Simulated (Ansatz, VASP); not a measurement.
**Ta: VASP beside Ansatz**

File INCAR:

```
ALGO = Normal
EDIFF = 1E-7
ENCUT = 520
ISIF = 2
ISMEAR = -1
LASPH = T
LCHARG = F
LREAL = F
LWAVE = F
NBANDS = 18
NELM = 100
PREC = Accurate
SIGMA = 0.08
```

Contents of KPOINTS:

```
k-points
0
Gamma
  13 13 13
```

The input POSCAR:

```
Ta
1.0
    0.0000000000      2.5697608032      2.5697608032
    2.5697608032      0.0000000000      2.5697608032
    2.5697608032      2.5697608032      0.0000000000
Ta
2
Direct
   -0.1250000000     -0.1250000000     -0.1250000000
    0.1250000000      0.1250000000      0.1250000000
```

Input for Ansatz:

```yaml
crystal:
  lattice:
    - [0.0, 2.5697608032, 2.5697608032]
    - [2.5697608032, 0.0, 2.5697608032]
    - [2.5697608032, 2.5697608032, 0.0]
  atoms:
    - { symbol: Ta, position: [-0.125, -0.125, -0.125] }
    - { symbol: Ta, position: [0.125, 0.125, 0.125] }
kpoints:
  mp_grid: { grid: [13, 13, 13] }
scf:
  occupations: { method: fermi_dirac, width: 0.08 }
hamiltonian:
  xc: lda
  pseudopotentials: { kind: paw }
output:
  forces: true
  stress: true
  eigenvalues: true
  populations: true
  write_density: true
  write_potential: true
  elf: true
  volumetric_format: npy
```

Change from the starting cell: volume scaled by 0.65, PAW files.

Alike in both runs: task single point; functional LDA; k mesh 13 × 13 × 13; occupations fermi-dirac, width 0.08 eV; no spin polarisation.

|  | VASP | Ansatz |
| --- | --- | --- |
| version | VASP 6.6.1 | Ansatz 0.2.0 |
| potentials or method | VASP PAW LDA potentials, release 64 (Ta_pv) | PAW with Ansatz's default frozen-core files, scalar-relativistic |
| plane-wave cutoff (eV) | 520 | 420 |
| valence electrons in the cell | 22 | 26 |

|  | VASP | Ansatz | Ansatz less VASP |
| --- | --- | --- | --- |
| pressure (GPa) | 82.4 | 79.9 | -2.47 |

LDA's correlation is that of Perdew and Zunger in VASP and of Perdew and Wang (1992) in Ansatz. Both programs put the cell under a high pressure, so it lies far from rest at this level. VASP's potentials hold 22 valence electrons a cell and Ansatz's 26, so a difference there can come from the potentials and not from the codes.

Neither program's run includes spin-orbit coupling. Noted on VASP's run: the cell as given lies far from equilibrium.
